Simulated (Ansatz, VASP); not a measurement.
# One calculation of P, two programs

```
CELL_PARAMETERS angstrom
4.17093 0.00000 0.00000
-2.08547 3.61214 0.00000
0.00000 0.00000 2.30758
ATOMIC_POSITIONS crystal
P 0.33333 0.66667 0.00000
P 0.66667 0.33333 0.00000
```

Alike in both runs: task relaxation of cell and atoms; functional PBE; k mesh 18 × 18 × 24; occupations gaussian, width 0.1 eV; no spin polarisation.

```csv
,VASP,Ansatz
version,VASP 6.6.1,Ansatz 0.2.0
potentials or method,"VASP PAW PBE potentials, release 64 (P), cutoff 600 eV","scalar-relativistic, plane waves, PAW"
valence electrons in the cell,10,10
```

```csv
,VASP,Ansatz,Ansatz less VASP
"gap on the k mesh at the Fermi level, each at its own relaxed structure (eV)",none,none,-
relaxed volume (Å³/atom),17.07,17.13,+0.059
relaxed cell length with the largest relative difference (Å),2.354,2.357,+0.0029
```

A gap of «none» marks a metal or a gap that the smearing closes.
